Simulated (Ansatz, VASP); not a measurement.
Two plane-wave programs on GaN

```
Ga N
1.0
     0.00000    2.24894    2.24894
     2.24894    0.00000    2.24894
     2.24894    2.24894    0.00000
Ga N
1 1
Direct
  0.00000 0.00000 0.00000
  0.75000 0.75000 0.75000
```

Alike in both runs: task single point; functional r2SCAN; k mesh 10 × 10 × 10; occupations gaussian, width 0.02 eV; no spin polarisation.

|  | VASP | Ansatz |
| --- | --- | --- |
| version | VASP 6.6.1 | Ansatz 0.2.0 |
| potentials or method | VASP PAW PBE potentials, release 64 (Ga_d, N_h), cutoff 910 eV | scalar-relativistic, plane waves, PAW |
| valence electrons in the cell | 18 | 18 |

Ansatz gave:

- gap on the k mesh at the Fermi level (eV): 2.17
- least direct gap on the mesh (eV): 2.17

Which values does VASP return?

gap on the k mesh at the Fermi level (eV): 2.16; least direct gap on the mesh (eV): 2.16.

VASP's potentials were made for PBE, not for r2SCAN.

Noted on VASP's run: the cutoff is short for stress, so the pressure is rough.
